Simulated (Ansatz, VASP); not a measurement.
**BaCd3Se4: VASP beside Ansatz**

```
Ba Cd Se
1.0
     0.00000    5.51519    5.86031
     5.48290    0.00000    5.86031
     5.48290    5.51519    0.00000
Ba Cd Se
1 3 4
Direct
  0.00000 0.00000 0.00000
  0.50000 0.00000 0.00000
  0.00000 0.50000 0.50000
  0.50000 0.50000 0.50000
  0.72197 0.27803 0.72197
  0.27803 0.72197 0.27803
  0.50000 0.50000 0.00000
  0.00000 0.00000 0.50000
```

Alike in both runs: functional PBE; k mesh 2 × 2 × 2; occupations gaussian, width 0.15 eV; no spin polarisation.

Ansatz relaxed the structure, and its values are those at the end. VASP's run is a single point on that final structure, the one shown.

|  | VASP | Ansatz |
| --- | --- | --- |
| version | VASP 6.6.1 | Ansatz 0.2.0 |
| potentials or method | VASP PAW PBE potentials, release 64 (Ba_sv, Cd, Se), cutoff 520 eV | scalar-relativistic, plane waves, PAW |
| valence electrons in the cell | 70 | 134 |

|  | VASP | Ansatz | Ansatz less VASP |
| --- | --- | --- | --- |
| gap on the k mesh at the Fermi level (eV) | 0.45 | 0.45 | +0.008 |
| least direct gap on the mesh (eV) | 0.48 | 0.50 | +0.019 |
| pressure (GPa) | -0.1 | -0.3 | -0.20 |
| rms of the force components (eV/Å) | 0.010 | 0.007 | -0.0024 |

The functional is the same, so the differences come from potentials, cutoffs and numerics. VASP's potentials hold 70 valence electrons a cell and Ansatz's 134, so a difference there can come from the potentials and not from the codes.

The k mesh is coarse, so the values compare programs but aren't converged. Neither program's run includes spin-orbit coupling.
